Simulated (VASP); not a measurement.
# Ti12B (a cell with a defect) in VASP: further runs

The runs below take Ti12B (a cell with a defect) through single point, with PBE.

All numbers are computed with VASP 6.6.1; they aren't measurements. Logs are shortened: lines on timing, memory, paths and dates and some standing lists are left out, and cuts for length are marked.

## 1. The cell of the first run

The cell holds a defect, 13 atoms: a = 5.900 Å, b = 8.850 Å, c = 4.685 Å, α = 90.00°, β = 90.00°, γ = 120.00°.

## 2. Single point, PBE

INCAR

```
PREC = Accurate
ENCUT = 520
EDIFF = 1E-6
ISMEAR = -1
SIGMA = 0.15
LREAL = False
LASPH = True
NELM = 80
ALGO = Normal
ISIF = 2
LWAVE = False
LCHARG = True
GGA = PE
LELF = True
LVHAR = True
NBANDS = 86
```

KPOINTS

```
regular mesh
0
Gamma
  3 2 3
```

POSCAR

```
Ti12B
1.0
    5.9000000000      0.0000000000      0.0000000000
   -4.4250000000      7.6643250000      0.0000000000
    0.0000000000      0.0000000000      4.6846000000
Ti B
12 1
Direct
    0.0220488237      0.0456922169     -0.0319557700
    0.1804934578      0.2020138760      0.4276352303
   -0.0503557415      0.3468929097      0.0510609230
    0.1370818098      0.5315667068      0.4950476028
   -0.0416640273      0.6700524834     -0.0713401358
    0.2398005645      0.8799600748      0.5900397046
    0.4916245470      0.0012395090      0.1174273150
    0.6829021939      0.1984910609      0.6116637493
    0.4676735211      0.3796550903     -0.1475472826
    0.6966039963      0.5292573058      0.3843231012
    0.4692007593      0.6883580746      0.0154975878
    0.6590460854      0.8278354584      0.5625240149
    0.5403770558      0.2495196903      0.2507151091
```

Potentials or basis: VASP PAW PBE potentials, release 64 (Ti_sv, B).

The run is started by

```
$ cat potpaw_PBE.64/Ti_sv/POTCAR potpaw_PBE.64/B/POTCAR > POTCAR
$ mpirun -np 1 vasp_std > vasp.out
```

OUTCAR:

```text
PREC = Accurate
   ENCUT = 520
   EDIFF = 1E-6
   ISMEAR = -1
   LREAL = False
   LASPH = True
   NELM = 80
   ISIF = 2
   GGA = PE

 ion  position               nearest neighbor table
   1  0.022  0.046  0.968-   2 2.48  12 2.79   2 2.81   9 2.86
   2  0.180  0.202  0.428-  13 2.12   1 2.48   9 2.58   1 2.81   3 2.89
   3  0.950  0.347  0.051-  13 2.32   8 2.52   4 2.53   2 2.89   5 2.89   7 2.91
   4  0.137  0.532  0.495-   3 2.53  10 2.64   5 2.83  11 2.84   6 2.86   8 2.88  12 2.90
   5  0.958  0.670  0.929-   6 2.37  10 2.56   9 2.77   4 2.83   3 2.89  10 2.92
   6  0.240  0.880  0.590-   5 2.37   7 2.58   8 2.72  12 2.74   7 2.81   4 2.86
   7  0.492  0.001  0.117-  13 2.16   6 2.58  11 2.75   8 2.78   6 2.81   8 2.82   3 2.91
   8  0.683  0.198  0.612-  13 2.04   3 2.52   6 2.72   9 2.74   7 2.78   7 2.82   4 2.88
   9  0.468  0.380  0.852-  13 2.34  10 2.57   2 2.58   8 2.74   5 2.77  10 2.83  11 2.83   1 2.86

  10  0.697  0.529  0.384-  13 2.26   5 2.56   9 2.57   4 2.64   9 2.83  12 2.88   5 2.92
  11  0.469  0.688  0.015-  12 2.43   7 2.75  12 2.82   9 2.83   4 2.84
  12  0.659  0.828  0.563-  11 2.43   6 2.74   1 2.79  11 2.82  10 2.88   4 2.90
  13  0.540  0.250  0.251-   8 2.04   2 2.12   7 2.16  10 2.26   3 2.32   9 2.34

  LATTYP: Found a simple monoclinic cell.
 ALAT       =     5.9000000000
 B/A-ratio  =     0.7940000000
 C/A-ratio  =     1.3228756849
 COS(beta)  =    -0.1889822323

  Lattice vectors:

 A1 = (   5.9000000000,   0.0000000000,   0.0000000000)
 A2 = (   0.0000000000,   0.0000000000,   4.6846000000)
 A3 = (  -1.4750000000,  -7.6643250000,   0.0000000000)

Analysis of symmetry for initial positions (statically):
=====================================================================
 Subroutine PRICEL returns:
 Original cell was already a primitive cell.

 Routine SETGRP: Setting up the symmetry group for a
 simple monoclinic supercell.

 Subroutine GETGRP returns: Found  1 space group operations
 (whereof  1 operations were pure point group operations)
 out of a pool of  4 trial point group operations.

The static configuration has the point symmetry C_1 .

Analysis of symmetry for dynamics (positions and initial velocities):
=====================================================================
 Subroutine PRICEL returns:
 Original cell was already a primitive cell.

 Routine SETGRP: Setting up the symmetry group for a
 simple monoclinic supercell.

 Subroutine GETGRP returns: Found  1 space group operations
 (whereof  1 operations were pure point group operations)
 out of a pool of  4 trial point group operations.

The dynamic configuration has the point symmetry C_1 .

 Subroutine INISYM returns: Found  1 space group operations
 (whereof  1 operations are pure point group operations),
 and found     1 'primitive' translations

----------------------------------------------------------------------------------------

                                     Primitive cell

  volume of cell :     211.8354

  direct lattice vectors                    reciprocal lattice vectors
     5.900000000  0.000000000  0.000000000     0.169491525  0.097855976  0.000000000
    -4.425000000  7.664325000  0.000000000     0.000000000  0.130474634  0.000000000
     0.000000000  0.000000000  4.684600000     0.000000000  0.000000000  0.213465397

  length of vectors
     5.900000000  8.850000153  4.684600000     0.195711955  0.130474634  0.213465397

  position of ions in fractional coordinates (direct lattice)
     0.022048824  0.045692217  0.968044230
     0.180493458  0.202013876  0.427635230
     0.949644259  0.346892910  0.051060923
     0.137081810  0.531566707  0.495047603
     0.958335973  0.670052483  0.928659864
     0.239800565  0.879960075  0.590039705
     0.491624547  0.001239509  0.117427315
     0.682902194  0.198491061  0.611663749
     0.467673521  0.379655090  0.852452717
     0.696603996  0.529257306  0.384323101
     0.469200759  0.688358075  0.015497588
     0.659046085  0.827835458  0.562524015
     0.540377056  0.249519690  0.250715109

  ion indices of the primitive-cell ions
   primitive index   ion index
                 1           1
                 2           2
                 3           3
                 4           4
                 5           5
                 6           6
                 7           7
                 8           8
                 9           9
                10          10
                11          11
                12          12
                13          13

----------------------------------------------------------------------------------------

 KPOINTS: regular mesh

Automatic generation of k-mesh.
 Grid dimensions read from file:
 generate k-points for:    3    2    3

 Generating k-lattice:

  Cartesian coordinates                     Fractional coordinates (reciprocal lattice)
     0.056497175  0.032618659  0.000000000     0.333333333  0.000000000  0.000000000
     0.000000000  0.065237317  0.000000000     0.000000000  0.500000000  0.000000000
     0.000000000  0.000000000  0.071155132     0.000000000  0.000000000  0.333333333

  Length of vectors
     0.065237318  0.065237317  0.071155132

  Shift w.r.t. Gamma in fractional coordinates (k-lattice)
     0.000000000  0.000000000  0.000000000

 -----------------------------------------------------------------------------
|                                                                             |
|           W    W    AA    RRRRR   N    N  II  N    N   GGGG   !!!           |
|           W    W   A  A   R    R  NN   N  II  NN   N  G    G  !!!           |
|           W    W  A    A  R    R  N N  N  II  N N  N  G       !!!           |
|           W WW W  AAAAAA  RRRRR   N  N N  II  N  N N  G  GGG   !            |
|           WW  WW  A    A  R   R   N   NN  II  N   NN  G    G                |
|           W    W  A    A  R    R  N    N  II  N    N   GGGG   !!!           |
|                                                                             |
|     Your reciprocal lattice and k-lattice belong to different lattice       |
|     classes:                                                                |
|                                                                             |
|        The reciprocal lattice is simple monoclinic,                         |
|        whereas your k-lattice is hexagonal.                                 |
|                                                                             |
|     Results are often still useful ...                                      |
|                                                                             |
 -----------------------------------------------------------------------------

 Subroutine IBZKPT returns following result:
 ===========================================

 Found     10 irreducible k-points:

 Following reciprocal coordinates:
            Coordinates               Weight
  0.000000  0.000000  0.000000      1.000000
  0.333333 -0.000000  0.000000      2.000000
  0.000000  0.500000  0.000000      1.000000
  0.333333  0.500000  0.000000      2.000000
  0.000000  0.000000  0.333333      2.000000
  0.333333 -0.000000  0.333333      2.000000
 -0.333333  0.000000  0.333333      2.000000
  0.000000  0.500000  0.333333      2.000000
  0.333333  0.500000  0.333333      2.000000
 -0.333333  0.500000  0.333333      2.000000
   k-points           NKPTS =     10   k-points in BZ     NKDIM =     10   number of bands    NBANDS=     86
   number of dos      NEDOS =    301   number of ions     NIONS =     13
   total plane-waves  NPLWV = 120960
   dimension x,y,z NGX =    48 NGY =   70 NGZ =   36
   dimension x,y,z NGXF=    96 NGYF=  140 NGZF=   72
   ions per type =              12   1
   NGX,Y,Z   is equivalent  to a cutoff of  13.53, 13.15, 12.78 a.u.
   NGXF,Y,Z  is equivalent  to a cutoff of  27.05, 26.30, 25.55 a.u.
 SYSTEM =  unknown system
   PREC   = accura    normal or accurate (medium, high low for compatibility)
   ISTART =      0    job   : 0-new  1-cont  2-samecut
   ICHARG =      2    charge: 1-file 2-atom 10-const
   ISPIN  =      1    spin polarized calculation?
   LNONCOLLINEAR =      F non collinear calculations
   LSORBIT =      F    spin-orbit coupling
   LASPH  =      T    aspherical Exc in radial PAW
   ENCUT  =  520.0 eV  38.22 Ry    6.18 a.u.  10.97 16.46  8.71*2*pi/ulx,y,z
   NELM   =     80;   NELMIN=  2; NELMDL= -5     # of ELM steps
   EDIFF  = 0.1E-05   stopping-criterion for ELM
   LREAL  =      F    real-space projection
   EDIFFG = 0.1E-04   stopping-criterion for IOM
   NSW    =      0    number of steps for IOM
   IBRION =     -1    ionic relax: 0-MD 1-quasi-New 2-CG
   NFREE  =      0    steps in history (QN), initial steepest desc. (CG)
   ISIF   =      2    stress and relaxation
   ISYM   =      2    0-nonsym 1-usesym 2-fastsym
   POTIM  = 0.5000    time-step for ionic-motion
   TEBEG  =    0.0;   TEEND  =   0.0 temperature during run
   PSTRESS=    0.0 pullay stress
   NELECT =     147.0000    total number of electrons
   NUPDOWN=      -1.0000    fix difference up-down
   EMIN   =  10.00;   EMAX   =-10.00  energy-range for DOS
   EFERMI =   0.00;   METHOD = LEGACY
   ISMEAR =    -1;   SIGMA  =   0.15  broadening in eV -4-tet -1-fermi 0-gaus
   EFERMI_NEDOS =   21; number of points for ismear=-14 and -15
   IALGO  =     38    algorithm
   IMIX   =      4    mixing-type and parameters
     AMIX     =   0.40;   BMIX     =  1.00
     AMIX_MAG =   1.60;   BMIX_MAG =  1.00
  volume/ion in A,a.u.               =      16.30       109.96
  Fermi-wavevector in a.u.,A,eV,Ry     =   1.449376  2.738924 28.581642  2.100691
  Thomas-Fermi vector in A             =   2.567110
   LORBIT       =      0    0 simple, 1 ext, 2 COOP (PROOUT), +10 PAW based schemes
   GGA     = PE    functional components
   LHFCALC =     F    Hartree Fock is set to
   AEXX    =    0.0000 exact exchange contribution
   IVDW    =     0    specifies the selected vdW correction
   LEPSILON=     F    determine dielectric tensor
   LRPA    =     F    only Hartree local field effects (RPA)
 non-spin polarized calculation
  energy-cutoff  :      520.00
  volume of cell :      211.84
 maximum number of plane-waves:      5703
 NGX is ok and might be reduce to    48
   NGX = 21   NGY = 33   NGZ = 17

 number of electron     147.0000002 magnetization

 Free energy of the ion-electron system (eV)
  ---------------------------------------------------
  ext. energy  EPLUGINS =         0.00000000
  ---------------------------------------------------
  free energy    TOTEN  =       -99.19326101 eV

  energy without entropy =      -97.80158394  energy(sigma->0) =      -98.49742247

 E-fermi :   8.1891     XC(G=0): -11.5396

 val. band max:        8.1742921943   @ k =   0.3333   0.5000   0.3333
 cond. band min:       8.1929788654   @ k =  -0.3333   0.0000   0.3333
 fundamental gap:      0.0186866711
 Fermi energy:         8.1891134156

 k-point     1 :       0.0000    0.0000    0.0000
  band No.  band energies     occupation
      1     -48.4567      2.00000
      2     -48.3783      2.00000
      3     -48.3227      2.00000
      4     -48.2679      2.00000
      5     -48.2430      2.00000
      6     -48.2040      2.00000
[... 869 lines left out ...]
     84       9.2644      0.00154
     85       9.4535      0.00044
 [bands above 85 left out]

------------------------ aborting loop because EDIFF is reached ----------------------------------------

  FORCE on cell =-STRESS in cart. coord.  units (eV):
  Direction    XX          YY          ZZ          XY          YZ          ZX
  --------------------------------------------------------------------------------------
  -------------------------------------------------------------------------------------
  Total        0.5692630      4.9390770     12.9985121      1.3653498      0.6040008      1.2476994
  in kB        4.3055149     37.3557912     98.3118314     10.3265698      4.5682481      9.4367423
  external PRESSURE =      46.6577125 kB  Pullay stress =       0.0000000 kB

 VOLUME and BASIS-vectors are now :
 -----------------------------------------------------------------------------
  energy-cutoff  :      520.00
  volume of cell :      211.84
      direct lattice vectors                 reciprocal lattice vectors
     5.900000000  0.000000000  0.000000000     0.169491525  0.097855976  0.000000000
    -4.425000000  7.664325000  0.000000000     0.000000000  0.130474634  0.000000000
     0.000000000  0.000000000  4.684600000     0.000000000  0.000000000  0.213465397

 POSITION                                       TOTAL-FORCE (eV/Angst)
 -----------------------------------------------------------------------------------
     -0.07210      0.35020      4.53490         0.093698     -1.034841     -0.030528
      0.17100      1.54830      2.00330        -1.284603     -0.199082      0.446449
      4.06790      2.65870      0.23920         0.279952     -0.203787      0.108080
     -1.54340      4.07410      2.31910         1.445462      0.543400      0.479595
      2.68920      5.13550      4.35040        -0.052498      0.529322      0.623463
     -2.47900      6.74430      2.76410        -1.171703     -0.162130     -0.739275
      2.89510      0.00950      0.55010         0.381420     -0.119188     -0.330549
      3.15080      1.52130      2.86540         1.511217     -0.700373      0.819196
      1.07930      2.90980      3.99340        -0.483124     -0.081280      1.359025
      1.76800      4.05640      1.80040        -1.027904      0.144798     -0.289586
     -0.27770      5.27580      0.07260        -0.157375     -0.506741      0.693701
      0.22520      6.34480      2.63520         0.849238      1.072225     -0.988236
      2.08410      1.91240      1.17450        -0.383780      0.717677     -2.151334
 -----------------------------------------------------------------------------------
    total drift:                                0.000833     -0.000324     -0.000168

  FREE ENERGIE OF THE ION-ELECTRON SYSTEM (eV)
  ---------------------------------------------------
  free  energy   TOTEN  =       -99.1932610067 eV

  energy  without entropy=      -97.8015839370  energy(sigma->0) =      -98.49742247
```

Run time: 9.8 min. Hardware: 1 thread of Intel Xeon Platinum 8259CL at 2.50GHz (Skylake/Cascade Lake), shared host; peak memory 0.41 GiB.

What came out:

- Free energy: -99.1933 eV
- Pressure: 4.7 GPa
- Largest force: 2.300 eV/Å
- Band gap on the k mesh: zero (an odd number of electrons rules out a gap without spin polarisation)

Forces in eV/Å, atoms in the order of the input:
```
Ti   0.094 -1.035 -0.031
Ti  -1.285 -0.199  0.446
Ti   0.280 -0.204  0.108
Ti   1.445  0.543  0.480
Ti  -0.052  0.529  0.623
Ti  -1.172 -0.162 -0.739
Ti   0.381 -0.119 -0.331
Ti   1.511 -0.700  0.819
Ti  -0.483 -0.081  1.359
Ti  -1.028  0.145 -0.290
Ti  -0.157 -0.507  0.694
Ti   0.849  1.072 -0.988
B   -0.384  0.718 -2.151
```

Levels at points of the mesh, in eV from the Fermi level:
```csv
k point,band 69,band 70,band 71,band 72,band 73,band 74,band 75,band 76,band 77,band 78
"(0.00, 0.00, 0.00)",-0.46,-0.38,-0.27,-0.15,-0.03,0.03,0.16,0.30,0.34,0.46
"(0.00, 0.50, 0.00)",-0.45,-0.41,-0.34,-0.24,-0.12,0.08,0.14,0.21,0.30,0.34
```

Caveat: the k points lie up to 0.45 Å⁻¹ apart, too coarse for converged energies and pressures of a metal.

(Part 1 of 2 ends here.)
